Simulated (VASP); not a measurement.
AlNi3: single point with PBEsol

The system is AlNi3.

```
Al Ni
1.0
     0.27549    2.91255    2.91255
     2.91255    0.27549    2.91255
     2.91255    2.91255    0.27549
Al Ni
1 3
Direct
  0.50000 0.50000 0.50000
  0.25000 0.25000 0.25000
  0.00000 0.00000 0.00000
  0.75000 0.75000 0.75000
```

```json
{
  "Program": "VASP 6.6.1",
  "Task": "single point",
  "Functional": "PBEsol",
  "Potentials or basis": "VASP PAW PBE potentials, release 64 (Al, Ni)",
  "Cutoff": "520 eV",
  "k mesh": "14 × 14 × 14",
  "Occupations": "gaussian, width 0.15 eV",
  "Spin": "no spin polarisation",
  "Dipole correction": "no",
  "Further INCAR settings": "ALGO = Fast; EDIFF = 1e-06; NBANDS = 24"
}
```

```yaml
Pressure: 11.6 GPa
Largest_force: 0.120 eV/Å
Band_gap_on_the_k_mesh: zero (an odd number of electrons rules out a gap without spin polarisation)
```

Forces in eV/Å, atoms in the order of the input:
```
Al   0.000  0.000  0.000
Ni  -0.069 -0.069 -0.069
Ni   0.000  0.000  0.000
Ni   0.069  0.069  0.069
```

Stress tensor (GPa, compression positive):
```
 11.57 -12.15 -12.15
-12.15  11.57 -12.15
-12.15 -12.15  11.57
```

Levels at points of the mesh, in eV from the Fermi level:
| k point | band 13 | band 14 | band 15 | band 16 | band 17 | band 18 | band 19 | band 20 |
| --- | --- | --- | --- | --- | --- | --- | --- | --- |
| (0.00, 0.00, 0.00) | -0.64 | -0.64 | -0.40 | -0.40 | 3.72 | 4.70 | 6.32 | 6.32 |
| (0.50, 0.00, 0.00) | -0.94 | -0.53 | -0.53 | -0.45 | -0.13 | 3.65 | 4.23 | 4.42 |
| (0.50, 0.50, 0.00) | -0.76 | -0.66 | -0.56 | -0.47 | -0.28 | -0.24 | -0.04 | 3.85 |
| (0.50, 0.50, 0.50) | -0.57 | -0.57 | -0.40 | -0.40 | -0.17 | 5.33 | 5.33 | 5.81 |

Run time: 2.4 min on 1 thread of Intel(R) Xeon(R) 6975P-C (Granite Rapids), with other jobs on the host, peak memory 0.37 GiB.

Caveat: the cell stands under pressure; the PAW data sets were made with another functional, which shifts forces and pressure a little. Spin polarisation is off, so any magnetic state and its effect on volume and gap are missing.
